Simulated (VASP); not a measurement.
Input of a VASP 6.6.1 run:

The input INCAR:

```
SYSTEM = Ti8HO16
PREC = Accurate
ENCUT = 520
EDIFF = 1E-7
ISMEAR = -1
SIGMA = 0.02
LREAL = Auto
LASPH = .TRUE.
NELM = 150
ALGO = Normal
ISIF = 2
LWAVE = .FALSE.
LCHARG = .FALSE.
ISPIN = 2
MAGMOM = 0 0 0 0 0 0 0 0 0 0 0 0 0 0 0 0 0 0 0 0 0 0 0 0 1
LORBIT = 11
LMAXMIX = 4
GGA = PE
NBANDS = 118
```

The input KPOINTS:

```
Automatic mesh
0
G
  2 2 2
  0 0 0
```

Contents of POSCAR:

```
Ti8HO16
1.0
   -4.5922000000     -4.5922000000      0.0000000000
    4.5922000000     -4.5922000000      0.0000000000
    0.0000000000      0.0000000000      5.9148000000
Ti O H
8 16 1
Direct
    0.5122272549      0.5606136492      0.0285385812
   -0.0237794521      0.4835155263      0.2782511666
    0.5278624624      0.5276447019      0.5351491175
    0.0360829232      0.5158311920      0.7635423007
    0.0006423936     -0.0569770480      0.0179549604
    0.4977788424      0.0310526545      0.2870595794
   -0.0103436261      0.0231479465      0.5158247109
    0.4666390837      0.0282435434      0.7704571583
    0.2069160751      0.4963851749      0.0329850544
    0.0036583772      0.1629066678      0.2374213836
    0.8132267758      0.4440790906     -0.0058328261
   -0.0267518836      0.7894799878      0.2558159194
    0.1912155394      0.5170724272      0.4969398796
   -0.0252819999      0.1948956927      0.7643876378
    0.8139127216      0.5145355167      0.5245824035
   -0.0304755890      0.8211423718      0.7399235815
    0.6782805627      0.0547014503      0.0045141002
    0.5541679369      0.7270480380      0.2638973423
    0.2990832281     -0.0404925744      0.0234158382
    0.5077413876      0.3593157964      0.2755460878
    0.6841383215      0.0075780672      0.4953844593
    0.5741474674      0.7354644833      0.7625109894
    0.3219154218      0.0576847698      0.4829749104
    0.4568507469      0.3284809024      0.7717758842
    0.7303362223      0.1856953094     -0.0517346318
```

Potentials or basis: VASP PAW PBE potentials, release 64 (Ti_sv, O, H).

Launch:

```console
$ cat potpaw_PBE.64/Ti_sv/POTCAR potpaw_PBE.64/O/POTCAR potpaw_PBE.64/H/POTCAR > POTCAR
$ mpirun -np 1 vasp_std > vasp.out
```

Problem. What does it give for the net moment?

Solution. -0.60 μB per cell.

Problem. Predict the largest force.

Solution. 7.549 eV/Å.

Problem. Estimate the pressure.

Solution. 13.1 GPa.

Stress tensor (GPa, compression positive):
```
13.04  2.81  2.18
 2.81  9.51  0.17
 2.18  0.17 16.82
```

Caveat: the k points lie up to 0.53 Å⁻¹ apart; the atoms stand as in a frame of molecular dynamics.
